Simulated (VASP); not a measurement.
Runs of VASP 6.6.1 on CuB2. The structure is that of space group P6/mmm (No. 191), or close to it. The cells are those of the table. 

```tsv
task	cell	cutoff (eV)	gap on the mesh (eV)	pressure (GPa)	largest force (eV/Å)
single point	a = 2.998, b = 2.998, c = 3.370 Å, angles 90.0, 90.0, 120.0°, 3 atoms	520	none	-6.1	-
relaxation of shape and atoms at fixed volume	relaxed from a = 2.996, b = 2.996, c = 3.310 Å, angles 90.0, 90.0, 120.0°, 3 atoms	600	none	-3.0	-
single point	a = 2.988, b = 2.988, c = 3.328 Å, angles 90.0, 90.0, 120.0°, 3 atoms	520	none	(a)	-
single point	a = 2.949, b = 2.949, c = 3.215 Å, angles 90.0, 90.0, 120.0°, 3 atoms	520	none	8.8	-
single point	a = 2.976, b = 2.976, c = 3.288 Å, angles 90.0, 90.0, 120.0°, 3 atoms	520	none	1.2	0.75
single point	a = 2.964, b = 2.964, c = 3.250 Å, angles 90.0, 90.0, 120.0°, 3 atoms	520	none	(b)	-
relaxation of shape and atoms at fixed volume	relaxed from a = 2.943, b = 2.943, c = 3.228 Å, angles 90.0, 90.0, 120.0°, 3 atoms	600	none	8.8	-
relaxation of shape and atoms at fixed volume	relaxed from a = 3.008, b = 3.008, c = 3.349 Å, angles 90.0, 90.0, 120.0°, 3 atoms	600	none	-6.1	-
relaxation of shape and atoms at fixed volume	relaxed from a = 2.956, b = 2.956, c = 3.266 Å, angles 90.0, 90.0, 120.0°, 3 atoms	600	none	4.2	-
single point	a = 2.976, b = 2.932, c = 3.288 Å, angles 90.0, 90.0, 120.5°, 3 atoms	520	none	5.2	0.26
```

Alike in all rows: level PBEsol; potentials or basis VASP PAW PBE potentials, release 64 (Cu, B); no spin polarisation; k mesh 12 × 12 × 10; smearing gaussian 0.05 eV.

Question: Estimate the missing entries.

Answer: (a) -3.4; (b) 4.3.

Caveats: the PAW data sets were made with another functional, which shifts forces and pressure a little.

A gap of «none» marks levels without a gap at the run's occupations.
